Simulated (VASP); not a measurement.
# HfGe (P-6m2) in VASP: single point with PBE

Aim: the single point of HfGe with PBE.

Program: VASP 6.6.1. These are calculated values, not measurements. Logs are shortened: lines on timing, memory, paths and dates and some standing lists are left out, and cuts for length are marked.

## 1. The cell of the first run

It takes space group P-6m2 (No. 187, hexagonal). The conventional cell has a = 3.934 Å, b = 3.934 Å, c = 3.510 Å, α = 90.00°, β = 90.00°, γ = 120.00°. Hf (site symmetry -6m2) has 3 Ge at 2.27 Å within 3.0 Å. Within 3.0 Å of Ge (site symmetry -6m2) lie 3 Hf at 2.27 Å.

## 2. Single point, PBE

Contents of INCAR:

```
SYSTEM = HfGe
PREC     = Accurate       ! precision mode
ENCUT    = 520            ! plane-wave cutoff, eV
EDIFF    = 1E-6           ! SCF threshold, eV
ISMEAR   = -1             ! smearing method
SIGMA    = 0.05           ! smearing width, eV
LREAL    = .False.        ! projectors in reciprocal space
LASPH    = .True.         ! aspherical terms in the spheres
NELM     = 60             ! most SCF steps
ALGO     = Normal         ! electronic algorithm
ISIF     = 2              ! what is computed and relaxed
LWAVE    = .False.        ! write WAVECAR
LCHARG   = .True.         ! write CHGCAR
GGA      = PE             ! functional
LELF     = .True.         ! ELF
LVHAR    = .True.       
NBANDS   = 19             ! bands
```

Contents of KPOINTS:

```
Automatic mesh
0
Gamma
  8 8 8
  0 0 0
```

Contents of POSCAR:

```
HfGe
1.0
    3.9335093900      0.0000000000      0.0000000000
   -1.9667546900      3.4065190500      0.0000000000
    0.0000000000      0.0000000000      3.5096193900
Hf Ge
1 1
Direct
    0.0000000000      0.0000000000      0.5000000000
    0.3333333300      0.6666666700      0.5000000000
```

Potentials or basis: VASP PAW PBE potentials, release 64 (Hf_pv, Ge_d).

Launch:

```console
$ cat potpaw_PBE.64/Hf_pv/POTCAR potpaw_PBE.64/Ge_d/POTCAR > POTCAR
$ mpirun -np 1 vasp_std > vasp.out
```

OUTCAR:

```text
SYSTEM = HfGe
   PREC = Accurate
   ENCUT = 520
   EDIFF = 1E-6
   ISMEAR = -1
   LREAL = .False.
   LASPH = .True.
   NELM = 60
   ISIF = 2
   GGA = PE

 ion  position               nearest neighbor table
   1  0.000  0.000  0.500-   2 2.27   2 2.27   2 2.27
   2  0.333  0.667  0.500-   1 2.27   1 2.27   1 2.27

  LATTYP: Found a hexagonal cell.
 ALAT       =     3.9335093900
 C/A-ratio  =     0.8922361795

  Lattice vectors:

 A1 = (   3.9335093900,   0.0000000000,   0.0000000000)
 A2 = (  -1.9667546900,   3.4065190500,   0.0000000000)
 A3 = (   0.0000000000,   0.0000000000,   3.5096193900)

Analysis of symmetry for initial positions (statically):
=====================================================================
 Subroutine PRICEL returns:
 Original cell was already a primitive cell.

 Routine SETGRP: Setting up the symmetry group for a
 hexagonal supercell.

 Subroutine GETGRP returns: Found 12 space group operations
 (whereof 12 operations were pure point group operations)
 out of a pool of 24 trial point group operations.

The static configuration has the point symmetry D_3h.

Analysis of symmetry for dynamics (positions and initial velocities):
=====================================================================
 Subroutine PRICEL returns:
 Original cell was already a primitive cell.

 Routine SETGRP: Setting up the symmetry group for a
 hexagonal supercell.

 Subroutine GETGRP returns: Found 12 space group operations
 (whereof 12 operations were pure point group operations)
 out of a pool of 24 trial point group operations.

The dynamic configuration has the point symmetry D_3h.

 Subroutine INISYM returns: Found 12 space group operations
 (whereof 12 operations are pure point group operations),
 and found     1 'primitive' translations

----------------------------------------------------------------------------------------

                                     Primitive cell

  volume of cell :      47.0274

  direct lattice vectors                    reciprocal lattice vectors
     3.933509390  0.000000000  0.000000000     0.254225909  0.146777397  0.000000000
    -1.966754690  3.406519050  0.000000000     0.000000000  0.293554795  0.000000000
     0.000000000  0.000000000  3.509619390     0.000000000  0.000000000  0.284931182

  length of vectors
[... 72 lines left out ...]
 SYSTEM =  HfGe
   PREC   = accura    normal or accurate (medium, high low for compatibility)
   ISTART =      0    job   : 0-new  1-cont  2-samecut
   ICHARG =      2    charge: 1-file 2-atom 10-const
   ISPIN  =      1    spin polarized calculation?
   LNONCOLLINEAR =      F non collinear calculations
   LSORBIT =      F    spin-orbit coupling
   LASPH  =      T    aspherical Exc in radial PAW
   ENCUT  =  520.0 eV  38.22 Ry    6.18 a.u.   7.31  7.31  6.53*2*pi/ulx,y,z
   NELM   =     60;   NELMIN=  2; NELMDL= -5     # of ELM steps
   EDIFF  = 0.1E-05   stopping-criterion for ELM
   LREAL  =      F    real-space projection
   EDIFFG = 0.1E-04   stopping-criterion for IOM
   NSW    =      0    number of steps for IOM
   IBRION =     -1    ionic relax: 0-MD 1-quasi-New 2-CG
   NFREE  =      0    steps in history (QN), initial steepest desc. (CG)
   ISIF   =      2    stress and relaxation
   ISYM   =      2    0-nonsym 1-usesym 2-fastsym
   POTIM  = 0.5000    time-step for ionic-motion
   TEBEG  =    0.0;   TEEND  =   0.0 temperature during run
   PSTRESS=    0.0 pullay stress
   NELECT =      24.0000    total number of electrons
   NUPDOWN=      -1.0000    fix difference up-down
   EMIN   =  10.00;   EMAX   =-10.00  energy-range for DOS
   EFERMI =   0.00;   METHOD = LEGACY
   ISMEAR =    -1;   SIGMA  =   0.05  broadening in eV -4-tet -1-fermi 0-gaus
   EFERMI_NEDOS =   21; number of points for ismear=-14 and -15
   IALGO  =     38    algorithm
   IMIX   =      4    mixing-type and parameters
     AMIX     =   0.40;   BMIX     =  1.00
     AMIX_MAG =   1.60;   BMIX_MAG =  1.00
  volume/ion in A,a.u.               =      23.51       158.68
  Fermi-wavevector in a.u.,A,eV,Ry     =   1.308263  2.472258 23.287063  1.711551
  Thomas-Fermi vector in A             =   2.438941
   LORBIT       =      0    0 simple, 1 ext, 2 COOP (PROOUT), +10 PAW based schemes
   GGA     = PE    functional components
   LHFCALC =     F    Hartree Fock is set to
   AEXX    =    0.0000 exact exchange contribution
   IVDW    =     0    specifies the selected vdW correction
   LEPSILON=     F    determine dielectric tensor
   LRPA    =     F    only Hartree local field effects (RPA)
 non-spin polarized calculation
  energy-cutoff  :      520.00
  volume of cell :       47.03
 maximum number of plane-waves:      1291
 NGX is ok and might be reduce to    30
   NGX = 15   NGY = 15   NGZ = 13

 number of electron      23.9999994 magnetization

 Free energy of the ion-electron system (eV)
  ---------------------------------------------------
  ext. energy  EPLUGINS =         0.00000000
  ---------------------------------------------------
  free energy    TOTEN  =       -10.46135848 eV

  energy without entropy =      -10.44618916  energy(sigma->0) =      -10.45377382

 E-fermi :   3.9901     XC(G=0): -10.2227

 val. band max:        3.9887992796   @ k =   0.3750   0.1250   0.3750
 cond. band min:       4.0017409184   @ k =   0.5000   0.0000   0.1250
 fundamental gap:      0.0129416388
 Fermi energy:         3.9900965802

 k-point     1 :       0.0000    0.0000    0.0000
  band No.  band energies     occupation
      1     -26.7356      2.00000
      2     -26.7356      2.00000
      3     -26.5456      2.00000
      4     -19.8678      2.00000
      5     -19.8302      2.00000
      6     -19.8302      2.00000
[... 505 lines left out ...]
      6     -19.8216      2.00000
[... 11 lines left out ...]
     18      12.1660      0.00000
     19      14.2532      0.00000

 [... further k-points ...]
[... 5 lines left out ...]
  --------------------------------------------------------------------------------------
  -------------------------------------------------------------------------------------
  Total       17.6034293     17.6034292     -2.6223831      0.0000000      0.0000000      0.0000000
  in kB      599.7314575    599.7314548    -89.3420033      0.0000009      0.0000000      0.0000000
  external PRESSURE =     370.0403030 kB  Pullay stress =       0.0000000 kB

 VOLUME and BASIS-vectors are now :
 -----------------------------------------------------------------------------
  energy-cutoff  :      520.00
  volume of cell :       47.03
      direct lattice vectors                 reciprocal lattice vectors
     3.933509390  0.000000000  0.000000000     0.254225909  0.146777397  0.000000000
    -1.966754690  3.406519050  0.000000000     0.000000000  0.293554795  0.000000000
     0.000000000  0.000000000  3.509619390     0.000000000  0.000000000  0.284931182

 POSITION                                       TOTAL-FORCE (eV/Angst)
 -----------------------------------------------------------------------------------
      0.00000      0.00000      1.75481         0.000000      0.000000      0.000000
     -0.00000      2.27101      1.75481        -0.000000     -0.000000      0.000000
 -----------------------------------------------------------------------------------
    total drift:                                0.000013     -0.000007     -0.000000

  FREE ENERGIE OF THE ION-ELECTRON SYSTEM (eV)
  ---------------------------------------------------
  free  energy   TOTEN  =       -10.4613584835 eV

  energy  without entropy=      -10.4461891551  energy(sigma->0) =      -10.45377382
```

OSZICAR:

```text
N       E                     dE             d eps       ncg     rms          rms(c)
DAV:   1     0.173426563139E+03    0.17343E+03   -0.12982E+04  2090   0.270E+03
DAV:   2     0.866688394288E+01   -0.16476E+03   -0.15949E+03  2033   0.571E+02
DAV:   3    -0.108671889565E+02   -0.19534E+02   -0.19324E+02  2217   0.115E+02
DAV:   4    -0.115334518950E+02   -0.66626E+00   -0.66551E+00  2247   0.235E+01
DAV:   5    -0.115450093506E+02   -0.11557E-01   -0.11557E-01  2259   0.352E+00    0.582E+01
DAV:   6    -0.105309709094E+02    0.10140E+01   -0.26858E+00  3069   0.178E+01    0.314E+01
DAV:   7    -0.104715899610E+02    0.59381E-01   -0.55765E-01  2248   0.560E+00    0.456E+00
DAV:   8    -0.104617571677E+02    0.98328E-02   -0.57528E-02  2798   0.214E+00    0.876E-01
DAV:   9    -0.104613915361E+02    0.36563E-03   -0.41643E-03  2344   0.891E-01    0.407E-01
DAV:  10    -0.104613505794E+02    0.40957E-04   -0.29827E-04  2657   0.222E-01    0.829E-02
DAV:  11    -0.104613577219E+02   -0.71425E-05   -0.38200E-05  2518   0.100E-01    0.138E-02
DAV:  12    -0.104613584835E+02   -0.76156E-06   -0.42685E-06  1699   0.144E-02
   1 F= -.10461358E+02 E0= -.10453774E+02  d E =-.151693E-01
```

stdout:

```text
POSCAR found type information on POSCAR HfGe
 POSCAR found :  2 types and       2 ions
 scaLAPACK will be used
 LDA part: xc-table for (Slater+PW92), standard interpolation
 POSCAR, INCAR and KPOINTS ok, starting setup
 FFT: planning ... GRIDC
 FFT: planning ... GRID_SOFT
 FFT: planning ... GRID
 WAVECAR not read
 entering main loop
```

Wall time 85 s (1 thread of AMD EPYC 7R13, shared host); peak memory 0.16 GiB.

Results:

| Property | Result |
| --- | --- |
| Free energy | -10.4614 eV |
| Pressure | 37.0 GPa |
| Band gap on the k mesh | zero (band 12 reaches 4.53 eV, above the bottom of band 13 at 3.89 eV) |

Caveat: spin-orbit coupling is left out, which moves the levels of the heavy elements.
